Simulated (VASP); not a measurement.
# Ba (P6/mmm) in VASP: further runs

The runs below take Ba through single point, with PBEsol.

Everything below comes from runs of VASP 6.6.1. Logs are shortened: lines on timing, memory, paths and dates and some standing lists are left out, and cuts for length are marked.

## 1. The cell of the first run

Symmetry: P6/mmm, No. 191, hexagonal system. Conventional cell: a = 6.996 Å, b = 6.996 Å, c = 3.909 Å, α = 90.00°, β = 90.00°, γ = 120.00°. Within 5.1 Å of Ba (site symmetry -6m2) lie 5 Ba at 3.91 to 4.04 Å.

## 2. Single point, PBEsol

Contents of INCAR:

```
PREC = Accurate ; ENCUT = 500
EDIFF = 1E-6 ; ISMEAR = 1
SIGMA = 0.3 ; LREAL = F
LASPH = T ; NELM = 120
ALGO = Normal ; ISIF = 2
LWAVE = F ; LCHARG = F
GGA = PS ; NBANDS = 17
GGA_COMPAT = F
```

Contents of KPOINTS:

```
Automatic mesh
0
Gamma
  5 5 7
```

Contents of POSCAR:

```
Ba
1.0
    6.9960670700      0.0000000000      0.0000000000
   -3.4980335400      6.0587718100      0.0000000000
    0.0000000000      0.0000000000      3.9093935500
Ba
2
Direct
    0.3333333333      0.6666666667      0.5000000000
    0.6666666667      0.3333333333      0.5000000000
```

Potentials or basis: VASP PAW PBE potentials, release 64 (Ba_sv).

Launch:

```
cat potpaw_PBE.64/Ba_sv/POTCAR > POTCAR
mpirun -np 1 vasp_std > vasp.out
```

OUTCAR:

```text
PREC = Accurate
   ENCUT = 500
   EDIFF = 1E-6
   ISMEAR = 1
   LREAL = F
   LASPH = T
   NELM = 120
   ISIF = 2
   GGA = PS

 ion  position               nearest neighbor table
   1  0.333  0.667  0.500-   2 4.04   2 4.04   2 4.04
   2  0.667  0.333  0.500-   1 4.04   1 4.04   1 4.04

  LATTYP: Found a hexagonal cell.
 ALAT       =     6.9960670700
 C/A-ratio  =     0.5587987523

  Lattice vectors:

 A1 = (   6.9960670700,   0.0000000000,   0.0000000000)
 A2 = (  -3.4980335400,   6.0587718100,   0.0000000000)
 A3 = (   0.0000000000,   0.0000000000,   3.9093935500)

Analysis of symmetry for initial positions (statically):
=====================================================================
 Subroutine PRICEL returns:
 Original cell was already a primitive cell.

 Routine SETGRP: Setting up the symmetry group for a
 hexagonal supercell.

 Subroutine GETGRP returns: Found 24 space group operations
 (whereof 24 operations were pure point group operations)
 out of a pool of 24 trial point group operations.

The static configuration has the point symmetry D_6h.

Analysis of symmetry for dynamics (positions and initial velocities):
=====================================================================
 Subroutine PRICEL returns:
 Original cell was already a primitive cell.

 Routine SETGRP: Setting up the symmetry group for a
 hexagonal supercell.

 Subroutine GETGRP returns: Found 24 space group operations
 (whereof 24 operations were pure point group operations)
 out of a pool of 24 trial point group operations.

The dynamic configuration has the point symmetry D_6h.

 Subroutine INISYM returns: Found 24 space group operations
 (whereof 24 operations are pure point group operations),
 and found     1 'primitive' translations

----------------------------------------------------------------------------------------

                                     Primitive cell

  volume of cell :     165.7097

  direct lattice vectors                    reciprocal lattice vectors
     6.996067070  0.000000000  0.000000000     0.142937452  0.082524976  0.000000000
    -3.498033540  6.058771810  0.000000000     0.000000000  0.165049953  0.000000000
     0.000000000  0.000000000  3.909393550     0.000000000  0.000000000  0.255794150

  length of vectors
     6.996067070  6.996067073  3.909393550     0.165049953  0.165049953  0.255794150

  position of ions in fractional coordinates (direct lattice)
     0.333333333  0.666666667  0.500000000
     0.666666667  0.333333333  0.500000000

  ion indices of the primitive-cell ions
   primitive index   ion index
                 1           1
                 2           2

----------------------------------------------------------------------------------------

 KPOINTS: Automatic mesh

Automatic generation of k-mesh.
 Grid dimensions read from file:
 generate k-points for:    5    5    7

 Generating k-lattice:

  Cartesian coordinates                     Fractional coordinates (reciprocal lattice)
     0.028587490  0.016504995  0.000000000     0.200000000  0.000000000  0.000000000
     0.000000000  0.033009991  0.000000000     0.000000000  0.200000000  0.000000000
     0.000000000  0.000000000  0.036542021     0.000000000  0.000000000  0.142857143

  Length of vectors
     0.033009991  0.033009991  0.036542021

  Shift w.r.t. Gamma in fractional coordinates (k-lattice)
     0.000000000  0.000000000  0.000000000

 Subroutine IBZKPT returns following result:
 ===========================================

 Found     20 irreducible k-points:

 Following reciprocal coordinates:
            Coordinates               Weight
  0.000000  0.000000  0.000000      1.000000
  0.200000  0.000000  0.000000      6.000000
  0.400000  0.000000  0.000000      6.000000
  0.200000  0.200000  0.000000      6.000000
  0.400000  0.200000  0.000000      6.000000
  0.000000  0.000000  0.142857      2.000000
[... 12 lines left out ...]
  0.200000  0.200000  0.428571     12.000000
  0.400000  0.200000  0.428571     12.000000
   k-points           NKPTS =     20   k-points in BZ     NKDIM =     20   number of bands    NBANDS=     17
   number of dos      NEDOS =    301   number of ions     NIONS =      2
   total plane-waves  NPLWV =  87480
   dimension x,y,z NGX =    54 NGY =   54 NGZ =   30
   dimension x,y,z NGXF=   108 NGYF=  108 NGZF=   60
   ions per type =               2
   NGX,Y,Z   is equivalent  to a cutoff of  12.83, 12.83, 12.76 a.u.
   NGXF,Y,Z  is equivalent  to a cutoff of  25.66, 25.66, 25.51 a.u.
 SYSTEM =  unknown system
   PREC   = accura    normal or accurate (medium, high low for compatibility)
   ISTART =      0    job   : 0-new  1-cont  2-samecut
   ICHARG =      2    charge: 1-file 2-atom 10-const
   ISPIN  =      1    spin polarized calculation?
   LNONCOLLINEAR =      F non collinear calculations
   LSORBIT =      F    spin-orbit coupling
   LASPH  =      T    aspherical Exc in radial PAW
   ENCUT  =  500.0 eV  36.75 Ry    6.06 a.u.  12.76 12.76  7.13*2*pi/ulx,y,z
   NELM   =    120;   NELMIN=  2; NELMDL= -5     # of ELM steps
   EDIFF  = 0.1E-05   stopping-criterion for ELM
   LREAL  =      F    real-space projection
   EDIFFG = 0.1E-04   stopping-criterion for IOM
   NSW    =      0    number of steps for IOM
   IBRION =     -1    ionic relax: 0-MD 1-quasi-New 2-CG
   NFREE  =      0    steps in history (QN), initial steepest desc. (CG)
   ISIF   =      2    stress and relaxation
   ISYM   =      2    0-nonsym 1-usesym 2-fastsym
   POTIM  = 0.5000    time-step for ionic-motion
   TEBEG  =    0.0;   TEEND  =   0.0 temperature during run
   PSTRESS=    0.0 pullay stress
   NELECT =      20.0000    total number of electrons
   NUPDOWN=      -1.0000    fix difference up-down
   EMIN   =  10.00;   EMAX   =-10.00  energy-range for DOS
   EFERMI =   0.00;   METHOD = LEGACY
   ISMEAR =     1;   SIGMA  =   0.30  broadening in eV -4-tet -1-fermi 0-gaus
   EFERMI_NEDOS =   21; number of points for ismear=-14 and -15
   IALGO  =     38    algorithm
   IMIX   =      4    mixing-type and parameters
     AMIX     =   0.40;   BMIX     =  1.00
     AMIX_MAG =   1.60;   BMIX_MAG =  1.00
  volume/ion in A,a.u.               =      82.85       559.13
  Fermi-wavevector in a.u.,A,eV,Ry     =   0.809038  1.528860  8.905588  0.654542
  Thomas-Fermi vector in A             =   1.917955
   LORBIT       =      0    0 simple, 1 ext, 2 COOP (PROOUT), +10 PAW based schemes
   GGA     = PS    functional components
   LHFCALC =     F    Hartree Fock is set to
   AEXX    =    0.0000 exact exchange contribution
   IVDW    =     0    specifies the selected vdW correction
   LEPSILON=     F    determine dielectric tensor
   LRPA    =     F    only Hartree local field effects (RPA)
 non-spin polarized calculation
 Methfessel and Paxton  Order N= 1 SIGMA  =   0.30
  energy-cutoff  :      500.00
  volume of cell :      165.71
 maximum number of plane-waves:      4221
 NGX is ok and might be reduce to    54
   NGX = 25   NGY = 25   NGZ = 15

 number of electron      20.0000003 magnetization

 Free energy of the ion-electron system (eV)
  ---------------------------------------------------
  ext. energy  EPLUGINS =         0.00000000
  ---------------------------------------------------
  free energy    TOTEN  =        -2.73413970 eV

  energy without entropy =       -2.71321512  energy(sigma->0) =       -2.72716484

 E-fermi :   0.4664     XC(G=0):  -6.4847

 val. band max:        0.4567114080   @ k =   0.2000   0.0000   0.0000
 cond. band min:       0.4904720007   @ k =   0.4000   0.2000   0.2857
 fundamental gap:      0.0337605927
 Fermi energy:         0.4663695620

 k-point     1 :       0.0000    0.0000    0.0000
  band No.  band energies     occupation
      1     -28.8095      2.00000
      2     -28.7405      2.00000
      3     -14.1800      2.00000
      4     -14.1800      2.00000
      5     -13.7871      2.00000
      6     -13.7871      2.00000
[... 9 lines left out ...]
     16       3.6656     -0.00000
     17       3.6656     -0.00000

 k-point     2 :       0.2000    0.0000    0.0000
  band No.  band energies     occupation
      1     -28.8038      2.00000
      2     -28.7463      2.00000
      3     -14.1916      2.00000
      4     -14.1539      2.00000
      5     -13.8154      2.00000
      6     -13.7740      2.00000
[... 9 lines left out ...]
     16       3.6163     -0.00000
     17       3.7178     -0.00000

 k-point     3 :       0.4000    0.0000    0.0000
  band No.  band energies     occupation
      1     -28.7904      2.00000
      2     -28.7599      2.00000
      3     -14.2090      2.00000
      4     -14.0986      2.00000
      5     -13.8741      2.00000
      6     -13.7543      2.00000
[... 9 lines left out ...]
     16       3.3503     -0.00000
     17       3.5667     -0.00000

 k-point     4 :       0.2000    0.2000    0.0000
  band No.  band energies     occupation
      1     -28.7938      2.00000
      2     -28.7565      2.00000
      3     -14.2110      2.00000
      4     -14.1012      2.00000
      5     -13.8710      2.00000
      6     -13.7526      2.00000
[... 9 lines left out ...]
     16       3.3150     -0.00000
     17       3.5294     -0.00000

 k-point     5 :       0.4000    0.2000    0.0000
  band No.  band energies     occupation
      1     -28.7823      2.00000
      2     -28.7681      2.00000
      3     -14.2235      2.00000
      4     -14.0429      2.00000
      5     -13.9312      2.00000
      6     -13.7388      2.00000
[... 9 lines left out ...]
     16       2.6859     -0.00000
     17       3.4762     -0.00000

 k-point     6 :       0.0000    0.0000    0.1429
  band No.  band energies     occupation
      1     -28.7973      2.00000
      2     -28.7287      2.00000
      3     -14.1614      2.00000
      4     -14.1614      2.00000
      5     -13.7722      2.00000
      6     -13.7722      2.00000
[... 9 lines left out ...]
     16       2.8188     -0.00000
     17       2.8188     -0.00000

 k-point     7 :       0.2000    0.0000    0.1429
  band No.  band energies     occupation
      1     -28.7916      2.00000
      2     -28.7345      2.00000
      3     -14.1727      2.00000
      4     -14.1354      2.00000
      5     -13.8005      2.00000
      6     -13.7594      2.00000
[... 9 lines left out ...]
     16       2.8810     -0.00000
     17       2.9773     -0.00000

 k-point     8 :       0.4000    0.0000    0.1429
  band No.  band energies     occupation
      1     -28.7783      2.00000
      2     -28.7480      2.00000
      3     -14.1898      2.00000
      4     -14.0805      2.00000
      5     -13.8588      2.00000
      6     -13.7400      2.00000
[... 9 lines left out ...]
     16       3.1325     -0.00000
     17       3.1464     -0.00000
[... 123 lines left out ...]
      1     -28.7429      2.00000
      2     -28.7290      2.00000
      3     -14.1599      2.00000
      4     -13.9885      2.00000
      5     -13.9790      2.00000
      6     -13.9522      2.00000
[... 9 lines left out ...]
     16       2.8749     -0.00000
     17       2.9684     -0.00000

 k-point    16 :       0.0000    0.0000    0.4286
  band No.  band energies     occupation
      1     -28.7471      2.00000
      2     -28.6802      2.00000
      3     -14.2667      2.00000
      4     -14.1429      2.00000
      5     -14.0841      2.00000
      6     -14.0841      2.00000
[... 9 lines left out ...]
     16       2.4697     -0.00000
     17       2.4733     -0.00000

 k-point    17 :       0.2000    0.0000    0.4286
  band No.  band energies     occupation
      1     -28.7416      2.00000
      2     -28.6859      2.00000
      3     -14.2564      2.00000
      4     -14.1535      2.00000
      5     -14.0947      2.00000
      6     -14.0588      2.00000
[... 9 lines left out ...]
     16       2.6395     -0.00000
     17       2.7833     -0.00000

 k-point    18 :       0.4000    0.0000    0.4286
  band No.  band energies     occupation
      1     -28.7286      2.00000
      2     -28.6990      2.00000
      3     -14.2326      2.00000
      4     -14.1778      2.00000
      5     -14.1106      2.00000
      6     -14.0052      2.00000
[... 9 lines left out ...]
     16       2.5232     -0.00000
     17       3.6145     -0.00000

 k-point    19 :       0.2000    0.2000    0.4286
  band No.  band energies     occupation
      1     -28.7319      2.00000
      2     -28.6958      2.00000
      3     -14.2385      2.00000
      4     -14.1718      2.00000
      5     -14.1124      2.00000
      6     -14.0084      2.00000
[... 9 lines left out ...]
     16       2.9243     -0.00000
     17       3.3360     -0.00000

 k-point    20 :       0.4000    0.2000    0.4286
  band No.  band energies     occupation
      1     -28.7208      2.00000
      2     -28.7070      2.00000
      3     -14.2180      2.00000
      4     -14.1925      2.00000
      5     -14.1238      2.00000
      6     -13.9528      2.00000
[... 9 lines left out ...]
     16       2.8739     -0.00000
     17       3.6615     -0.00000

------------------------ aborting loop because EDIFF is reached ----------------------------------------

  FORCE on cell =-STRESS in cart. coord.  units (eV):
  Direction    XX          YY          ZZ          XY          YZ          ZX
  --------------------------------------------------------------------------------------
  -------------------------------------------------------------------------------------
  Total       -0.0487785     -0.0487785     -0.3415736      0.0000000      0.0000000     -0.0000000
  in kB       -0.4716184     -0.4716184     -3.3025316      0.0000000      0.0000000     -0.0000000
  external PRESSURE =      -1.4152562 kB  Pullay stress =       0.0000000 kB

 VOLUME and BASIS-vectors are now :
 -----------------------------------------------------------------------------
  energy-cutoff  :      500.00
  volume of cell :      165.71
      direct lattice vectors                 reciprocal lattice vectors
     6.996067070  0.000000000  0.000000000     0.142937452  0.082524976  0.000000000
    -3.498033540  6.058771810  0.000000000     0.000000000  0.165049953  0.000000000
     0.000000000  0.000000000  3.909393550     0.000000000  0.000000000  0.255794150

 POSITION                                       TOTAL-FORCE (eV/Angst)
 -----------------------------------------------------------------------------------
     -0.00000      4.03918      1.95470         0.000000     -0.000000     -0.000000
      3.49803      2.01959      1.95470        -0.000000      0.000000      0.000000
 -----------------------------------------------------------------------------------
    total drift:                               -0.000000      0.000000     -0.000000

  FREE ENERGIE OF THE ION-ELECTRON SYSTEM (eV)
  ---------------------------------------------------
  free  energy   TOTEN  =        -2.7341397035 eV

  energy  without entropy=       -2.7132151184  energy(sigma->0) =       -2.72716484
```

Wall time 90 s (1 thread of Intel Xeon 8259CL, shared host); peak memory 0.28 GiB.

What came out:

```yaml
Free_energy: -2.7341 eV
Pressure: -0.1 GPa
Band_gap_on_the_k_mesh: zero (band 10 reaches 0.93 eV, above the bottom of band 11 at 0.19 eV)
```

Stress tensor (GPa, compression positive):
```
-0.05  0.00  0.00
 0.00 -0.05  0.00
 0.00  0.00 -0.33
```

Caveat: the PAW data sets were made with another functional, which shifts forces and pressure a little; spin-orbit coupling is left out, which moves the levels of the heavy elements.

## 3. Single point, PBEsol

This run uses another cell than the first one, of 86.17 Å³/atom, 1.040 times its volume.

Contents of INCAR:

```
SYSTEM = Ba
PREC     = Accurate       ! precision mode
ENCUT    = 500            ! plane-wave cutoff, eV
EDIFF    = 1E-6           ! SCF threshold, eV
ISMEAR   = 1              ! smearing method
SIGMA    = 0.3            ! smearing width, eV
LREAL    = .FALSE.        ! projectors in reciprocal space
LASPH    = .TRUE.         ! aspherical terms in the spheres
NELM     = 120            ! most SCF steps
ALGO     = Normal         ! electronic algorithm
ISIF     = 2              ! what is computed and relaxed
LWAVE    = .FALSE.        ! write WAVECAR
LCHARG   = .TRUE.         ! write CHGCAR
GGA      = PS             ! functional
LELF     = .TRUE.         ! ELF
LVHAR    = .TRUE.       
NBANDS   = 17             ! bands
GGA_COMPAT= .FALSE.
```

Contents of KPOINTS:

```
Automatic mesh
0
G
  5 5 7
  0 0 0
```

Contents of POSCAR:

```
Ba
1.0
    7.0881311417      0.0000000000      0.0000000000
   -3.5440655759      6.1385016349      0.0000000000
    0.0000000000      0.0000000000      3.9608388384
Ba
2
Direct
    0.3333333333      0.6666666667      0.5000000000
    0.6666666667      0.3333333333      0.5000000000
```

Potentials or basis: VASP PAW PBE potentials, release 64 (Ba_sv).

Launch:

```
cat potpaw_PBE.64/Ba_sv/POTCAR > POTCAR
mpirun -np 1 vasp_std > vasp.out
```

Run time: 94 s. Hardware: 1 thread of Intel Xeon 8259CL, shared host; peak memory 0.29 GiB.

It converged, with:

* Free energy: -2.7264 eV
* Pressure: -0.2 GPa
* Band gap on the k mesh: zero (band 10 reaches 0.84 eV, above the bottom of band 11 at 0.13 eV)

Stress tensor (GPa, compression positive):
```
-0.11  0.00  0.00
 0.00 -0.11  0.00
 0.00  0.00 -0.47
```

Levels at points of the mesh, in eV from the Fermi level:
```csv
k point,band 8,band 9,band 10,band 11,band 12,band 13
"(0.00, 0.00, 0.00)",-14.01,-2.23,0.12,0.22,0.73,0.73
```

Caveat: the PAW data sets were made with another functional, which shifts forces and pressure a little; spin-orbit coupling is left out, which moves the levels of the heavy elements.

## 4. Single point, PBEsol

This run uses another cell than the first one, of 89.48 Å³/atom, 1.080 times its volume.

Contents of INCAR:

```
SYSTEM = Ba
ALGO = Normal
EDIFF = 1E-6
ENCUT = 500
GGA = PS
GGA_COMPAT = .FALSE.
ISIF = 2
ISMEAR = 1
LASPH = .TRUE.
LCHARG = .FALSE.
LREAL = .FALSE.
LWAVE = .FALSE.
NBANDS = 17
NELM = 120
PREC = Accurate
SIGMA = 0.3
```

Contents of KPOINTS:

```
k-points
0
G
  5 5 7
  0 0 0
```

Contents of POSCAR:

```
Ba
1.0
    7.1778638466      0.0000000000      0.0000000000
   -3.5889319284      6.2162124369      0.0000000000
    0.0000000000      0.0000000000      4.0109813620
Ba
2
Direct
    0.3333333333      0.6666666667      0.5000000000
    0.6666666667      0.3333333333      0.5000000000
```

Launch:

```
cat potpaw_PBE.64/Ba_sv/POTCAR > POTCAR
mpirun -np 1 vasp_std > vasp.out
```

It took 90 s on 1 thread of Intel Xeon 8259CL, shared host; peak memory 0.29 GiB.

Results (log left out):

* Free energy: -2.7153 eV
* Pressure: -0.3 GPa
* Band gap on the k mesh: zero (band 10 reaches 0.75 eV, above the bottom of band 11 at 0.08 eV)

Stress tensor (GPa, compression positive):
```
-0.18  0.00  0.00
 0.00 -0.18  0.00
 0.00  0.00 -0.57
```

Levels at points of the mesh, in eV from the Fermi level:
```csv
k point,band 8,band 9,band 10,band 11,band 12,band 13
"(0.00, 0.00, 0.00)",-14.09,-2.22,0.13,0.19,0.71,0.71
```

Caveat: the PAW data sets were made with another functional, which shifts forces and pressure a little; spin-orbit coupling is left out, which moves the levels of the heavy elements.

## 5. The runs side by side

| cell | gap on the mesh (eV) | pressure (GPa) |
| --- | --- | --- |
| a = 6.996, b = 6.996, c = 3.909 Å, angles 90.0, 90.0, 120.0°, 2 atoms | none | -0.1 |
| a = 7.088, b = 7.088, c = 3.961 Å, angles 90.0, 90.0, 120.0°, 2 atoms | none | -0.2 |
| a = 7.178, b = 7.178, c = 4.011 Å, angles 90.0, 90.0, 120.0°, 2 atoms | none | -0.3 |

Alike in all rows: task single point; level PBEsol; potentials or basis VASP PAW PBE potentials, release 64 (Ba_sv); no spin polarisation; k mesh 5 × 5 × 7; cutoff (eV) 500; smearing methfessel-paxton 0.3 eV.

Caveats: the PAW data sets were made with another functional, which shifts forces and pressure a little; spin-orbit coupling is left out, which moves the levels of the heavy elements.

Absolute energies hang on the potentials; compare differences alone.
